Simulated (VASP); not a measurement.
# Ta3Ti (Pm-3m) in VASP: a series of runs

Runs on Ta3Ti. Level: PBE. Tasks: single point, relaxation of cell and atoms.

Program: VASP 6.6.1. These are calculated values, not measurements. Logs are shortened: lines on timing, memory, paths and dates and some standing lists are left out, and cuts for length are marked.

## 1. The cell of the first run

It takes space group Pm-3m (No. 221, cubic). Conventional cell: a = 4.188 Å, b = 4.188 Å, c = 4.188 Å, α = 90.00°, β = 90.00°, γ = 90.00°. Ti (site symmetry m-3m) has 12 Ta at 2.96 Å within 3.9 Å. Ta (site symmetry 4/mmm) has 4 Ti at 2.96 Å and 8 Ta at 2.96 Å within 3.9 Å.

## 2. Single point, PBE

Contents of INCAR:

```
ALGO = Normal
EDIFF = 1E-6
ENCUT = 500
GGA = PE
GGA_COMPAT = False
ISIF = 2
ISMEAR = 1
LASPH = True
LCHARG = True
LELF = True
LREAL = False
LVHAR = True
LWAVE = False
NBANDS = 30
NELM = 120
PREC = Accurate
SIGMA = 0.1
```

Contents of KPOINTS:

```
k-points
0
Gamma
  5 5 5
```

Contents of POSCAR:

```
Ta3Ti
1.0
    4.1879529649      0.0000000000      0.0000000000
    0.0000000000      4.1879529649      0.0000000000
    0.0000000000      0.0000000000      4.1879529649
Ti Ta
1 3
Direct
    0.0000000000      0.0000000000      0.0000000000
    0.0000000000      0.5000000000      0.5000000000
    0.5000000000      0.0000000000      0.5000000000
    0.5000000000      0.5000000000      0.0000000000
```

Potentials or basis: VASP PAW PBE potentials, release 64 (Ti_sv, Ta_pv).

Launch:

```console
cat potpaw_PBE.64/Ti_sv/POTCAR potpaw_PBE.64/Ta_pv/POTCAR > POTCAR
mpirun -np 1 vasp_std > vasp.out
```

OUTCAR:

```text
EDIFF = 1E-6
   ENCUT = 500
   GGA = PE
   ISIF = 2
   ISMEAR = 1
   LASPH = True
   LREAL = False
   NELM = 120
   PREC = Accurate

 ion  position               nearest neighbor table
   1  0.000  0.000  0.000-   2 2.96   3 2.96   4 2.96   2 2.96   3 2.96   2 2.96   4 2.96   2 2.96
                             3 2.96   4 2.96   3 2.96   4 2.96
   2  0.000  0.500  0.500-   1 2.96   3 2.96   4 2.96   1 2.96   4 2.96   1 2.96   3 2.96   1 2.96
                             3 2.96   4 2.96   4 2.96   3 2.96
   3  0.500  0.000  0.500-   1 2.96   2 2.96   4 2.96   1 2.96   4 2.96   2 2.96   4 2.96   4 2.96
                             1 2.96   2 2.96   1 2.96   2 2.96
   4  0.500  0.500  0.000-   1 2.96   2 2.96   3 2.96   2 2.96   3 2.96   1 2.96   3 2.96   3 2.96
                             1 2.96   2 2.96   2 2.96   1 2.96

  LATTYP: Found a simple cubic cell.
 ALAT       =     4.1879529649

  Lattice vectors:

 A1 = (   4.1879529649,   0.0000000000,   0.0000000000)
 A2 = (   0.0000000000,   4.1879529649,   0.0000000000)
 A3 = (   0.0000000000,   0.0000000000,   4.1879529649)

Analysis of symmetry for initial positions (statically):
=====================================================================
 Subroutine PRICEL returns:
 Original cell was already a primitive cell.

 Routine SETGRP: Setting up the symmetry group for a
 simple cubic supercell.

 Subroutine GETGRP returns: Found 48 space group operations
 (whereof 48 operations were pure point group operations)
 out of a pool of 48 trial point group operations.

The static configuration has the point symmetry O_h .

Analysis of symmetry for dynamics (positions and initial velocities):
=====================================================================
 Subroutine PRICEL returns:
 Original cell was already a primitive cell.

 Routine SETGRP: Setting up the symmetry group for a
 simple cubic supercell.

 Subroutine GETGRP returns: Found 48 space group operations
 (whereof 48 operations were pure point group operations)
 out of a pool of 48 trial point group operations.

The dynamic configuration has the point symmetry O_h .

 Subroutine INISYM returns: Found 48 space group operations
 (whereof 48 operations are pure point group operations),
 and found     1 'primitive' translations

----------------------------------------------------------------------------------------

                                     Primitive cell

  volume of cell :      73.4523

  direct lattice vectors                    reciprocal lattice vectors
     4.187952965  0.000000000  0.000000000     0.238780141  0.000000000  0.000000000
     0.000000000  4.187952965  0.000000000     0.000000000  0.238780141  0.000000000
     0.000000000  0.000000000  4.187952965     0.000000000  0.000000000  0.238780141

  length of vectors
     4.187952965  4.187952965  4.187952965     0.238780141  0.238780141  0.238780141

  position of ions in fractional coordinates (direct lattice)
     0.000000000  0.000000000  0.000000000
     0.000000000  0.500000000  0.500000000
     0.500000000  0.000000000  0.500000000
     0.500000000  0.500000000  0.000000000

  ion indices of the primitive-cell ions
   primitive index   ion index
                 1           1
                 2           2
                 3           3
                 4           4

----------------------------------------------------------------------------------------

 KPOINTS: k-points

Automatic generation of k-mesh.
 Grid dimensions read from file:
 generate k-points for:    5    5    5

 Generating k-lattice:

  Cartesian coordinates                     Fractional coordinates (reciprocal lattice)
     0.047756028  0.000000000  0.000000000     0.200000000  0.000000000  0.000000000
     0.000000000  0.047756028  0.000000000     0.000000000  0.200000000  0.000000000
     0.000000000  0.000000000  0.047756028     0.000000000  0.000000000  0.200000000

  Length of vectors
     0.047756028  0.047756028  0.047756028

  Shift w.r.t. Gamma in fractional coordinates (k-lattice)
     0.000000000  0.000000000  0.000000000

 Subroutine IBZKPT returns following result:
 ===========================================

 Found     10 irreducible k-points:

 Following reciprocal coordinates:
            Coordinates               Weight
  0.000000  0.000000  0.000000      1.000000
  0.200000  0.000000  0.000000      6.000000
  0.400000  0.000000  0.000000      6.000000
  0.200000  0.200000  0.000000     12.000000
  0.400000  0.200000  0.000000     24.000000
  0.400000  0.400000  0.000000     12.000000
  0.200000  0.200000  0.200000      8.000000
  0.400000  0.200000  0.200000     24.000000
  0.400000  0.400000  0.200000     24.000000
  0.400000  0.400000  0.400000      8.000000
   k-points           NKPTS =     10   k-points in BZ     NKDIM =     10   number of bands    NBANDS=     30
   number of dos      NEDOS =    301   number of ions     NIONS =      4
   total plane-waves  NPLWV =  32768
   dimension x,y,z NGX =    32 NGY =   32 NGZ =   32
   dimension x,y,z NGXF=    64 NGYF=   64 NGZF=   64
   ions per type =               1   3
   NGX,Y,Z   is equivalent  to a cutoff of  12.70, 12.70, 12.70 a.u.
   NGXF,Y,Z  is equivalent  to a cutoff of  25.41, 25.41, 25.41 a.u.
 SYSTEM =  unknown system
   PREC   = accura    normal or accurate (medium, high low for compatibility)
   ISTART =      0    job   : 0-new  1-cont  2-samecut
   ICHARG =      2    charge: 1-file 2-atom 10-const
   ISPIN  =      1    spin polarized calculation?
   LNONCOLLINEAR =      F non collinear calculations
   LSORBIT =      F    spin-orbit coupling
   LASPH  =      T    aspherical Exc in radial PAW
   ENCUT  =  500.0 eV  36.75 Ry    6.06 a.u.   7.64  7.64  7.64*2*pi/ulx,y,z
   NELM   =    120;   NELMIN=  2; NELMDL= -5     # of ELM steps
   EDIFF  = 0.1E-05   stopping-criterion for ELM
   LREAL  =      F    real-space projection
   EDIFFG = 0.1E-04   stopping-criterion for IOM
   NSW    =      0    number of steps for IOM
   IBRION =     -1    ionic relax: 0-MD 1-quasi-New 2-CG
   NFREE  =      0    steps in history (QN), initial steepest desc. (CG)
   ISIF   =      2    stress and relaxation
   ISYM   =      2    0-nonsym 1-usesym 2-fastsym
   POTIM  = 0.5000    time-step for ionic-motion
   TEBEG  =    0.0;   TEEND  =   0.0 temperature during run
   PSTRESS=    0.0 pullay stress
   NELECT =      45.0000    total number of electrons
   NUPDOWN=      -1.0000    fix difference up-down
   EMIN   =  10.00;   EMAX   =-10.00  energy-range for DOS
   EFERMI =   0.00;   METHOD = LEGACY
   ISMEAR =     1;   SIGMA  =   0.10  broadening in eV -4-tet -1-fermi 0-gaus
   EFERMI_NEDOS =   21; number of points for ismear=-14 and -15
   IALGO  =     38    algorithm
   IMIX   =      4    mixing-type and parameters
     AMIX     =   0.40;   BMIX     =  1.00
     AMIX_MAG =   1.60;   BMIX_MAG =  1.00
  volume/ion in A,a.u.               =      18.36       123.92
  Fermi-wavevector in a.u.,A,eV,Ry     =   1.390413  2.627500 26.303447  1.933249
  Thomas-Fermi vector in A             =   2.514351
   LORBIT       =      0    0 simple, 1 ext, 2 COOP (PROOUT), +10 PAW based schemes
   GGA     = PE    functional components
   LHFCALC =     F    Hartree Fock is set to
   AEXX    =    0.0000 exact exchange contribution
   IVDW    =     0    specifies the selected vdW correction
   LEPSILON=     F    determine dielectric tensor
   LRPA    =     F    only Hartree local field effects (RPA)
 non-spin polarized calculation
 Methfessel and Paxton  Order N= 1 SIGMA  =   0.10
  energy-cutoff  :      500.00
  volume of cell :       73.45
 maximum number of plane-waves:      1879
 NGX is ok and might be reduce to    32
   NGX = 15   NGY = 15   NGZ = 15

 number of electron      44.9999997 magnetization

 Free energy of the ion-electron system (eV)
  ---------------------------------------------------
  ext. energy  EPLUGINS =         0.00000000
  ---------------------------------------------------
  free energy    TOTEN  =       -42.54778092 eV

  energy without entropy =      -42.54527762  energy(sigma->0) =      -42.54694649

 E-fermi :   6.2094     XC(G=0): -12.2155

 val. band max:        6.0659436614   @ k =   0.2000   0.2000   0.0000
 cond. band min:       6.2435644007   @ k =   0.4000   0.2000   0.2000
 fundamental gap:      0.1776207392
 Fermi energy:         6.2093805038

 k-point     1 :       0.0000    0.0000    0.0000
  band No.  band energies     occupation
      1     -50.5381      2.00000
      2     -28.2475      2.00000
      3     -28.2475      2.00000
      4     -28.2475      2.00000
      5     -27.7580      2.00000
      6     -27.7580      2.00000
[... 22 lines left out ...]
     29      10.9738      0.00000
     30      10.9738      0.00000

 k-point     2 :       0.2000    0.0000    0.0000
  band No.  band energies     occupation
      1     -50.5381      2.00000
      2     -28.2038      2.00000
      3     -28.2038      2.00000
      4     -28.1787      2.00000
      5     -27.7744      2.00000
      6     -27.7744      2.00000
[... 22 lines left out ...]
     29      10.1323      0.00000
     30      10.7216      0.00000

 k-point     3 :       0.4000    0.0000    0.0000
  band No.  band energies     occupation
      1     -50.5381      2.00000
      2     -28.1074      2.00000
      3     -28.1074      2.00000
      4     -27.9966      2.00000
      5     -27.8356      2.00000
      6     -27.8356      2.00000
[... 22 lines left out ...]
     29       8.7496      0.00000
     30       9.2315      0.00000

 k-point     4 :       0.2000    0.2000    0.0000
  band No.  band energies     occupation
      1     -50.5381      2.00000
      2     -28.2122      2.00000
      3     -28.1600      2.00000
      4     -28.0899      2.00000
      5     -27.8576      2.00000
      6     -27.7811      2.00000
[... 22 lines left out ...]
     29       9.7095      0.00000
     30      10.3111      0.00000

 k-point     5 :       0.4000    0.2000    0.0000
  band No.  band energies     occupation
      1     -50.5380      2.00000
      2     -28.1489      2.00000
      3     -28.0617      2.00000
      4     -27.9981      2.00000
      5     -27.9281      2.00000
      6     -27.8264      2.00000
[... 22 lines left out ...]
     29       8.9337      0.00000
     30       8.9920      0.00000

 k-point     6 :       0.4000    0.4000    0.0000
  band No.  band energies     occupation
      1     -50.5379      2.00000
      2     -28.1695      2.00000
      3     -28.1063      2.00000
      4     -27.9490      2.00000
      5     -27.9032      2.00000
      6     -27.8492      2.00000
[... 22 lines left out ...]
     29       8.4128      0.00000
     30       8.4759      0.00000

 k-point     7 :       0.2000    0.2000    0.2000
  band No.  band energies     occupation
      1     -50.5380      2.00000
      2     -28.2545      2.00000
      3     -28.0749      2.00000
      4     -28.0749      2.00000
      5     -27.8278      2.00000
      6     -27.8278      2.00000
[... 22 lines left out ...]
     29       9.4341      0.00000
     30       9.4659      0.00000

 k-point     8 :       0.4000    0.2000    0.2000
  band No.  band energies     occupation
      1     -50.5379      2.00000
      2     -28.2393      2.00000
      3     -28.0458      2.00000
      4     -28.0357      2.00000
      5     -27.9246      2.00000
      6     -27.8840      2.00000
[... 22 lines left out ...]
     29       8.4993      0.00000
     30       9.1627      0.00000

 k-point     9 :       0.4000    0.4000    0.2000
  band No.  band energies     occupation
      1     -50.5377      2.00000
      2     -28.2950      2.00000
      3     -28.1402      2.00000
      4     -28.0571      2.00000
      5     -28.0341      2.00000
      6     -27.7571      2.00000
[... 22 lines left out ...]
     29       7.6206     -0.00000
     30       9.4936      0.00000

 k-point    10 :       0.4000    0.4000    0.4000
  band No.  band energies     occupation
      1     -50.5375      2.00000
      2     -28.4142      2.00000
      3     -28.1758      2.00000
      4     -28.1758      2.00000
      5     -28.1663      2.00000
      6     -27.5810      2.00000
[... 22 lines left out ...]
     29       6.9043     -0.00000
     30      10.5093      0.00000

------------------------ aborting loop because EDIFF is reached ----------------------------------------

  FORCE on cell =-STRESS in cart. coord.  units (eV):
  Direction    XX          YY          ZZ          XY          YZ          ZX
  --------------------------------------------------------------------------------------
  -------------------------------------------------------------------------------------
  Total       -0.0223456     -0.0223456     -0.0223456      0.0000000     -0.0000000     -0.0000000
  in kB       -0.4874133     -0.4874133     -0.4874133      0.0000000     -0.0000000     -0.0000000
  external PRESSURE =      -0.4874133 kB  Pullay stress =       0.0000000 kB

 VOLUME and BASIS-vectors are now :
 -----------------------------------------------------------------------------
  energy-cutoff  :      500.00
  volume of cell :       73.45
      direct lattice vectors                 reciprocal lattice vectors
     4.187952965  0.000000000  0.000000000     0.238780141  0.000000000  0.000000000
     0.000000000  4.187952965  0.000000000     0.000000000  0.238780141  0.000000000
     0.000000000  0.000000000  4.187952965     0.000000000  0.000000000  0.238780141

 POSITION                                       TOTAL-FORCE (eV/Angst)
 -----------------------------------------------------------------------------------
      0.00000      0.00000      0.00000         0.000000      0.000000      0.000000
      0.00000      2.09398      2.09398         0.000000      0.000000      0.000000
      2.09398      0.00000      2.09398         0.000000      0.000000      0.000000
      2.09398      2.09398      0.00000         0.000000      0.000000      0.000000
 -----------------------------------------------------------------------------------
    total drift:                                0.000000     -0.000000     -0.000000

  FREE ENERGIE OF THE ION-ELECTRON SYSTEM (eV)
  ---------------------------------------------------
  free  energy   TOTEN  =       -42.5477809243 eV

  energy  without entropy=      -42.5452776150  energy(sigma->0) =      -42.54694649
```

It took 18 s on 1 thread of Intel Xeon Platinum 8375C at 2.90GHz (Ice Lake), shared host; peak memory 0.18 GiB.

Results:

* Free energy: -42.5478 eV
* Pressure: 0.0 GPa
* Band gap on the k mesh: zero (an odd number of electrons rules out a gap without spin polarisation)

Caveat: spin-orbit coupling is left out, which moves the levels of the heavy elements.

## 3. Relaxation of cell and atoms, PBE

This run uses another cell than the first one, of 20.44 Å³/atom.

Contents of INCAR:

```
ALGO = Normal
EDIFF = 1E-7
EDIFFG = -0.01
ENCUT = 500
GGA = PE
GGA_COMPAT = False
IBRION = 2
ISIF = 3
ISMEAR = 1
LASPH = True
LCHARG = False
LREAL = False
LWAVE = False
NELM = 120
NELMIN = 4
NSW = 50
PREC = Accurate
SIGMA = 0.1
```

KPOINTS is that of step 2.

Contents of POSCAR:

```
Ta3Ti
1.0
    4.3400000000      0.0000000000      0.0000000000
    0.0000000000      4.3400000000      0.0000000000
    0.0000000000      0.0000000000      4.3400000000
Ti Ta
1 3
Direct
    0.0000000000      0.0000000000      0.0000000000
    0.0000000000      0.5000000000      0.5000000000
    0.5000000000      0.0000000000      0.5000000000
    0.5000000000      0.5000000000      0.0000000000
```

Potentials or basis: VASP PAW PBE potentials, release 64 (Ti_sv, Ta_pv).

Launch:

```console
cat potpaw_PBE.64/Ti_sv/POTCAR potpaw_PBE.64/Ta_pv/POTCAR > POTCAR
mpirun -np 1 vasp_std > vasp.out
```

Wall time 96 s (1 thread of Intel Xeon Platinum 8375C at 2.90GHz (Ice Lake), shared host); peak memory 0.19 GiB.

It converged, with:

- Free energy: -42.5505 eV
- Relaxed volume: 18.36 Å³/atom
- Relaxed cell: a = 4.188 Å, b = 4.188 Å, c = 4.188 Å, α = 90.00°, β = 90.00°, γ = 90.00°
- Space group after relaxing (to 0.1 Å): Pm-3m (No. 221)
- Energy gained by relaxing: 104.3 meV/atom
- Ionic steps: 7
- Pressure after relaxing: 0.0 GPa
- Band gap on the k mesh: zero (an odd number of electrons rules out a gap without spin polarisation)

The path:
```tsv
step	energy change (eV)	largest force (eV/Å)	pressure (GPa)	volume (Å³)
1	0.0000	0.0000	-14.78	81.75
2	1.0069	0.0000	43.65	61.41
3	-0.4155	0.0000	-1.14	73.93
4	-0.4171	0.0000	-0.19	73.52
5	-0.4172	0.0000	0.18	73.36
6	-0.4171	0.0000	-0.26	73.55
7	-0.4172	0.0000	0.01	73.44
```

Final structure:
```
CELL_PARAMETERS angstrom
4.18767 0.00000 0.00000
0.00000 4.18767 0.00000
0.00000 0.00000 4.18767
ATOMIC_POSITIONS crystal
Ti 0.00000 0.00000 0.00000
Ta 0.00000 0.50000 0.50000
Ta 0.50000 0.00000 0.50000
Ta 0.50000 0.50000 0.00000
```

Levels at points of the mesh, in eV from the Fermi level:
| k point | band 20 | band 21 | band 22 | band 23 | band 24 | band 25 |
| --- | --- | --- | --- | --- | --- | --- |
| (0.00, 0.00, 0.00) | -2.99 | 0.56 | 0.56 | 0.56 | 2.86 | 2.86 |

Caveat: spin-orbit coupling is left out, which moves the levels of the heavy elements.

The gap in the log of VASP goes by the Fermi energy; the results here count the filled bands.